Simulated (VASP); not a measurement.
Here is a VASP 6.6.1 calculation.

File INCAR:

```
SYSTEM = Ti
  PREC = Accurate
  ENCUT = 520
  EDIFF = 1E-6
  ISMEAR = -1
  SIGMA = 0.05
  LREAL = .FALSE.
  LASPH = .TRUE.
  NELM = 60
  ALGO = Normal
  ISIF = 2
  LWAVE = .FALSE.
  LCHARG = .FALSE.
  NBANDS = 19
```

Contents of KPOINTS:

```
Automatic mesh
0
G
  10 10 6
  0 0 0
```

The input POSCAR:

```
Ti
1.0
    3.0078578261      0.0000000000      0.0000000000
   -1.5039289131      2.6048812885      0.0000000000
    0.0000000000      0.0000000000      4.7717880089
Ti
2
Direct
    0.6666666667      0.3333333333      0.7500000000
    0.3333333333      0.6666666667      0.2500000000
```

Potentials or basis: VASP PAW LDA potentials, release 64 (Ti_sv).

The run is started by

```console
$ cat potpaw_LDA.64/Ti_sv/POTCAR > POTCAR
$ mpirun -np 1 vasp_std > vasp.out
```

Task: Predict the pressure.

Result: -14.4 GPa.

Task: Predict the band gap on the k mesh.

Result: Zero (band 12 reaches 8.04 eV, above the bottom of band 13 at 7.12 eV).

Stress tensor (GPa, compression positive):
```
-14.21   0.00   0.00
  0.00 -14.21   0.00
  0.00   0.00 -14.88
```
